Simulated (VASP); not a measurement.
A run of VASP 6.6.1:

Contents of INCAR:

```
PREC = Accurate ; ENCUT = 520
EDIFF = 1E-6 ; ISMEAR = 0
SIGMA = 0.1 ; LREAL = F
LASPH = T ; NELM = 80
ALGO = Fast ; ISIF = 2
LWAVE = F ; LCHARG = T
GGA = PS ; LELF = T
LVHAR = T ; NBANDS = 24
```

File KPOINTS:

```
regular mesh
0
Gamma
  4 4 4
```

POSCAR

```
MgW
1.0
    4.8104978165      0.0000000000      0.0149345708
    0.0000000000      3.1315800322      0.0000000000
   -0.0134300458      0.0000000000      4.4329627958
Mg W
2 2
Direct
    0.5000000000      0.2499181968      0.7500000000
    0.5000000000      0.7500818032      0.2500000000
    0.0000000000      0.7487780992      0.7500000000
    0.0000000000      0.2512219008      0.2500000000
```

Potentials or basis: VASP PAW PBE potentials, release 64 (Mg, W_sv).

Launch:

```console
$ cat potpaw_PBE.64/Mg/POTCAR potpaw_PBE.64/W_sv/POTCAR > POTCAR
$ mpirun -np 1 vasp_std > vasp.out
```

Hardware: 1 thread of Intel(R) Xeon(R) Platinum 8488C (Sapphire Rapids) (shared host).

Task: Estimate the wall time of this run.

Result: Wall time 39 s on 1 thread of Intel(R) Xeon(R) Platinum 8488C (Sapphire Rapids), on a shared host, peak memory 0.19 GiB. Counts: scf iterations 14, k points 30.
